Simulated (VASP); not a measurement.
# P in VASP: notebook, part 2 of 2

VASP 6.6.1. Earlier steps stand in the parts before.

### Step 3. Single point, LDA

INCAR

```
PREC     = Accurate       # precision mode
ENCUT    = 520            # plane-wave cutoff, eV
EDIFF    = 1E-7           # SCF threshold, eV
ISMEAR   = -1             # smearing method
SIGMA    = 0.05           # smearing width, eV
LREAL    = F              # projectors in reciprocal space
LASPH    = T              # aspherical terms in the spheres
NELM     = 100            # most SCF steps
ALGO     = Normal         # electronic algorithm
ISIF     = 2              # what is computed and relaxed
LWAVE    = F              # write WAVECAR
LCHARG   = T              # write CHGCAR
LELF     = T              # ELF
LVHAR    = T            
NBANDS   = 18             # bands
```

KPOINTS

```
regular mesh
0
Gamma
  8 1 6
```

POSCAR

```
P
1.0
    3.2393475808      0.0000000000      0.0000000000
    0.0000000000     34.3859322811      0.0000000000
    0.0000000000      0.0000000000      4.5694812964
P
4
Direct
    0.5000000000      0.9702614300      0.9078492800
    0.5000000000      0.0297385700      0.0921507200
    0.0000000000      0.0297385700      0.4078492800
    0.0000000000      0.9702614300      0.5921507200
```

Potentials or basis: VASP PAW LDA potentials, release 64 (P).

Run with:

```sh
> cat potpaw_LDA.64/P/POTCAR > POTCAR
> mpirun -np 1 vasp_std > vasp.out
```

OUTCAR:

```text
PREC = Accurate
   ENCUT = 520
   EDIFF = 1E-7
   ISMEAR = -1
   LREAL = F
   LASPH = T
   NELM = 100
   ISIF = 2

 ion  position               nearest neighbor table
   1  0.500  0.970  0.908-   4 2.17   4 2.17   2 2.21
   2  0.500  0.030  0.092-   3 2.17   3 2.17   1 2.21
   3  0.000  0.030  0.408-   2 2.17   2 2.17   4 2.21
   4  0.000  0.970  0.592-   1 2.17   1 2.17   3 2.21

  LATTYP: Found a simple orthorhombic cell.
 ALAT       =     3.2393475808
 B/A-ratio  =     1.4106177810
 C/A-ratio  =    10.6150795564

  Lattice vectors:

 A1 = (  -3.2393475808,   0.0000000000,   0.0000000000)
 A2 = (   0.0000000000,   0.0000000000,   4.5694812964)
 A3 = (   0.0000000000,  34.3859322811,   0.0000000000)

Analysis of symmetry for initial positions (statically):
=====================================================================
 Subroutine PRICEL returns:
 Original cell was already a primitive cell.

 Routine SETGRP: Setting up the symmetry group for a
 simple orthorhombic supercell.

[... 164 lines left out ...]
  energy without entropy =      -23.71798621  energy(sigma->0) =      -23.71799490

 E-fermi :  -3.0627     XC(G=0):  -1.8300

 val. band max:       -3.5025208857   @ k =   0.1250   0.0000   0.0000
 cond. band min:      -2.6727170129   @ k =   0.0000   0.0000   0.0000
 fundamental gap:      0.8298038728
 Fermi energy:        -3.0626861972

 k-point     1 :       0.0000    0.0000    0.0000
  band No.  band energies     occupation
      1     -18.9611      2.00000
      2     -16.3583      2.00000
      3     -12.8832      2.00000
      4      -9.5131      2.00000
      5      -8.3564      2.00000
      6      -8.0550      2.00000
[... 397 lines left out ...]
      5      -8.7597      2.00000
      6      -8.7597      2.00000
[... 10 lines left out ...]
     17       2.9814      0.00000
     18       2.9814      0.00000

------------------------ aborting loop because EDIFF is reached ----------------------------------------

  FORCE on cell =-STRESS in cart. coord.  units (eV):
  Direction    XX          YY          ZZ          XY          YZ          ZX
  --------------------------------------------------------------------------------------
  -------------------------------------------------------------------------------------
  Total        0.5757116      0.8569945      0.4849338      0.0000000      0.0000000      0.0000000
  in kB        1.8122176      2.6976359      1.5264682      0.0000000      0.0000000      0.0000000
  external PRESSURE =       2.0121072 kB  Pullay stress =       0.0000000 kB

 VOLUME and BASIS-vectors are now :
 -----------------------------------------------------------------------------
  energy-cutoff  :      520.00
  volume of cell :      508.99
      direct lattice vectors                 reciprocal lattice vectors
     3.239347581  0.000000000  0.000000000     0.308704137  0.000000000  0.000000000
     0.000000000 34.385932281  0.000000000     0.000000000  0.029081660  0.000000000
     0.000000000  0.000000000  4.569481296     0.000000000  0.000000000  0.218843220

 POSITION                                       TOTAL-FORCE (eV/Angst)
 -----------------------------------------------------------------------------------
      1.61967     33.36334      4.14840         0.000000     -0.213508      0.366784
      1.61967      1.02259      0.42108        -0.000000      0.213508     -0.366784
      0.00000      1.02259      1.86366         0.000000      0.213508      0.366784
      0.00000     33.36334      2.70582         0.000000     -0.213508     -0.366784
 -----------------------------------------------------------------------------------
    total drift:                               -0.000000      0.000000     -0.000000

  FREE ENERGIE OF THE ION-ELECTRON SYSTEM (eV)
  ---------------------------------------------------
  free  energy   TOTEN  =       -23.7180035847 eV

  energy  without entropy=      -23.7179862081  energy(sigma->0) =      -23.71799490
```

Run time: 6.3 min. Hardware: 1 thread of Intel Xeon 8259CL, shared host; peak memory 0.44 GiB.

What came out:

| Item | Value |
| --- | --- |
| Free energy | -23.7180 eV |
| Largest force | 0.424 eV/Å |
| Band gap on the k mesh | 0.83 eV, indirect (the least direct gap lies 4.6 meV higher) |

Forces on the atoms (eV/Å):
```
P    0.000 -0.214  0.367
P    0.000  0.214 -0.367
P    0.000  0.214  0.367
P    0.000 -0.214 -0.367
```

Levels at points of the mesh, in eV from the valence-band top:
```tsv
k point	band 6	band 7	band 8	band 9	band 10	band 11	band 12	band 13	band 14	band 15
(0.00, 0.00, 0.00)	-4.55	-3.58	-1.92	-1.78	0.00	0.83	1.47	2.68	3.37	4.34
(0.50, 0.00, 0.00)	-5.29	-2.83	-2.83	-2.06	-2.06	1.11	1.11	2.13	2.13	3.81
(0.00, 0.00, 0.50)	-3.04	-2.76	-2.76	-1.43	-1.43	2.10	2.10	3.72	3.72	3.78
(0.50, 0.00, 0.50)	-5.26	-4.70	-4.70	-1.10	-1.10	2.28	2.28	3.80	3.80	5.12
```

### Step 4. Single point, PBEsol

INCAR

```
PREC = Accurate
ENCUT = 520
EDIFF = 1E-6
ISMEAR = -1
SIGMA = 0.05
LREAL = False
LASPH = True
NELM = 100
ALGO = Normal
ISIF = 2
LWAVE = False
LCHARG = False
GGA = PS
NBANDS = 18
```

KPOINTS

```
Automatic mesh
0
Gamma
  8 1 6
```

POSCAR is that of step 3.

Potentials or basis: VASP PAW PBE potentials, release 64 (P).

Run with:

```sh
> cat potpaw_PBE.64/P/POTCAR > POTCAR
> mpirun -np 1 vasp_std > vasp.out
```

Wall time 5.1 min (1 thread of Intel Xeon 8259CL, shared host); peak memory 0.54 GiB.

Results (log left out):

* Free energy: -22.7874 eV
* Largest force: 0.597 eV/Å
* Band gap on the k mesh: 0.87 eV, indirect (the least direct gap lies 1.9 meV higher)

Forces on the atoms (eV/Å):
```
P    0.000 -0.333  0.496
P    0.000  0.333 -0.496
P    0.000  0.333  0.496
P    0.000 -0.333 -0.496
```

Levels at points of the mesh, in eV from the valence-band top:
| k point | band 8 | band 9 | band 10 | band 11 | band 12 | band 13 |
| --- | --- | --- | --- | --- | --- | --- |
| (0.00, 0.00, 0.00) | -1.90 | -1.76 | 0.00 | 0.87 | 1.47 | 2.71 |
| (0.50, 0.00, 0.00) | -2.84 | -2.08 | -2.08 | 1.15 | 1.15 | 2.17 |
| (0.00, 0.00, 0.50) | -2.75 | -1.43 | -1.43 | 2.13 | 2.13 | 3.80 |
| (0.50, 0.00, 0.50) | -4.72 | -1.11 | -1.11 | 2.32 | 2.32 | 3.83 |

Caveat: the PAW data sets were made with another functional, which shifts forces and pressure a little.

### Step 5. Single point, PBE

This run uses another cell than the first one, of 132.55 Å³/atom, 1.042 times its volume.

INCAR

```
PREC = Accurate
ENCUT = 520
EDIFF = 1E-7
ISMEAR = -1
SIGMA = 0.05
LREAL = F
LASPH = T
NELM = 100
ALGO = Normal
ISIF = 2
LWAVE = F
LCHARG = T
GGA = PE
LELF = T
LVHAR = T
NBANDS = 18
```

KPOINTS

```
regular mesh
0
Gamma
  8 1 6
```

POSCAR

```
P
1.0
    3.2837277200      0.0000000000      0.0000000000
    0.0000000000     34.8570309900      0.0000000000
    0.0000000000      0.0000000000      4.6320847100
P
4
Direct
    0.5000000000      0.9702614300      0.9078492800
    0.5000000000      0.0297385700      0.0921507200
    0.0000000000      0.0297385700      0.4078492800
    0.0000000000      0.9702614300      0.5921507200
```

Run with:

```sh
> cat potpaw_PBE.64/P/POTCAR > POTCAR
> mpirun -np 1 vasp_std > vasp.out
```

Run time: 5.2 min. Hardware: 1 thread of Intel Xeon Platinum 8259CL at 2.50GHz (Skylake/Cascade Lake), shared host; peak memory 0.56 GiB.

It converged, with:

| Item | Value |
| --- | --- |
| Free energy | -21.4559 eV |
| Largest force | 0.309 eV/Å |
| Band gap on the k mesh | 0.94 eV, direct |

Forces in eV/Å, atoms in the order of the input:
```
P    0.000 -0.164  0.262
P    0.000  0.164 -0.262
P    0.000  0.164  0.262
P    0.000 -0.164 -0.262
```

Levels at points of the mesh, in eV from the valence-band top:
```
           k point  band 7  band 8  band 9  band 10  band 11  band 12  band 13  band 14
(0.00, 0.00, 0.00)   -3.46   -1.88   -1.64     0.00     0.94     1.55     2.63     3.30
(0.50, 0.00, 0.00)   -2.76   -2.76   -1.99    -1.99     1.22     1.22     2.26     2.26
(0.00, 0.00, 0.50)   -2.68   -2.68   -1.39    -1.39     2.08     2.08     3.72     3.72
(0.50, 0.00, 0.50)   -4.57   -4.57   -1.09    -1.09     2.35     2.35     3.78     3.78
```

### Step 6. Single point, PBE (atoms moved at random)

INCAR

```
SYSTEM = P
ALGO = Normal
EDIFF = 1E-7
ENCUT = 520
GGA = PE
ISIF = 2
ISMEAR = -1
LASPH = .TRUE.
LCHARG = .FALSE.
LREAL = .FALSE.
LWAVE = .FALSE.
NBANDS = 18
NELM = 80
PREC = Accurate
SIGMA = 0.05
```

KPOINTS

```
k-points
0
G
  8 1 6
  0 0 0
```

POSCAR

```
P
1.0
    3.2837277200      0.0000000000      0.0000000000
    0.0000000000     34.8570309900      0.0000000000
    0.0000000000      0.0000000000      4.6320847100
P
4
Direct
    0.5012240000      0.9711420000      0.9154370000
    0.4966880000      0.0305910000      0.0847350000
    0.0075000000      0.0287940000      0.4114240000
   -0.0118830000      0.9699380000      0.5999270000
```

Potentials or basis: VASP PAW PBE potentials, release 64 (P).

Run with:

```sh
> cat potpaw_PBE.64/P/POTCAR > POTCAR
> mpirun -np 1 vasp_std > vasp.out
```

OUTCAR:

```text
SYSTEM = P
   EDIFF = 1E-7
   ENCUT = 520
   GGA = PE
   ISIF = 2
   ISMEAR = -1
   LASPH = .TRUE.
   LREAL = .FALSE.
   NELM = 80
   PREC = Accurate

 ion  position               nearest neighbor table
   1  0.501  0.971  0.915-   4 2.17   2 2.22   4 2.23
   2  0.497  0.031  0.085-   3 2.21   1 2.22   3 2.26
   3  0.008  0.029  0.411-   2 2.21   4 2.23   2 2.26
   4  0.988  0.970  0.600-   1 2.17   3 2.23   1 2.23

  LATTYP: Found a simple orthorhombic cell.
 ALAT       =     3.2837277200
 B/A-ratio  =     1.4106177811
[... 693 lines left out ...]
     17       2.8708      0.00000
     18       3.0145      0.00000

 [... further k-points ...]
[... 5 lines left out ...]
  --------------------------------------------------------------------------------------
  -------------------------------------------------------------------------------------
  Total        0.6581589      1.2627506      0.3465543     -0.2109439      0.5842805     -1.0636920
  in kB        1.9888743      3.8158751      1.0472441     -0.6374462      1.7656228     -3.2143448
  external PRESSURE =       2.2839978 kB  Pullay stress =       0.0000000 kB

 VOLUME and BASIS-vectors are now :
 -----------------------------------------------------------------------------
  energy-cutoff  :      520.00
  volume of cell :      530.19
      direct lattice vectors                 reciprocal lattice vectors
     3.283727720  0.000000000  0.000000000     0.304531948  0.000000000  0.000000000
     0.000000000 34.857030990  0.000000000     0.000000000  0.028688617  0.000000000
     0.000000000  0.000000000  4.632084710     0.000000000  0.000000000  0.215885516

 POSITION                                       TOTAL-FORCE (eV/Angst)
 -----------------------------------------------------------------------------------
      1.64588     33.85113      4.24038        -0.432061     -0.255853      0.158786
      1.63099      1.06631      0.39250         0.294451      0.143249      0.479946
      0.02463      1.00367      1.90575        -0.397432      0.480321     -0.213044
      3.24471     33.80916      2.77891         0.535041     -0.367717     -0.425688
 -----------------------------------------------------------------------------------
    total drift:                                0.000010      0.000179     -0.000011

  FREE ENERGIE OF THE ION-ELECTRON SYSTEM (eV)
  ---------------------------------------------------
  free  energy   TOTEN  =       -21.4197542498 eV

  energy  without entropy=      -21.4197523543  energy(sigma->0) =      -21.41975330
```

Run time: 5.9 min. Hardware: 1 thread of Intel Xeon Platinum 8259CL at 2.50GHz (Skylake/Cascade Lake), shared host; peak memory 0.59 GiB.

Results:

| Quantity | Value |
| --- | --- |
| Free energy | -21.4198 eV |
| Largest force | 0.776 eV/Å |
| Band gap on the k mesh | 1.09 eV, direct |

Forces on the atoms (eV/Å):
```
P   -0.432 -0.256  0.159
P    0.294  0.143  0.480
P   -0.397  0.480 -0.213
P    0.535 -0.368 -0.426
```

Caveat: the cell differs from its parent crystal (atoms moved at random).

### Step 7. Overview

```csv
level,potentials or basis,cell,gap on the mesh (eV),largest force (eV/Å)
LDA,"VASP PAW LDA potentials, release 64 (P)","a = 3.239, b = 34.386, c = 4.569 Å, 4 atoms",0.83,0.42
PBEsol,"VASP PAW PBE potentials, release 64 (P)","a = 3.239, b = 34.386, c = 4.569 Å, 4 atoms",0.87,0.60
PBE,"VASP PAW PBE potentials, release 64 (P)","a = 3.284, b = 34.857, c = 4.632 Å, 4 atoms",1.09,0.78
```

Some of these runs hold the atoms at other places in the same cell, which the table doesn't show; runs alike in all that it shows share one row.

Alike in all rows: task single point; no spin polarisation; k mesh 8 × 1 × 6; cutoff (eV) 520; smearing fermi-dirac 0.05 eV.

Caveats: the PAW data sets were made with another functional, which shifts forces and pressure a little (some runs).

Absolute energies hang on the potentials; compare differences alone.
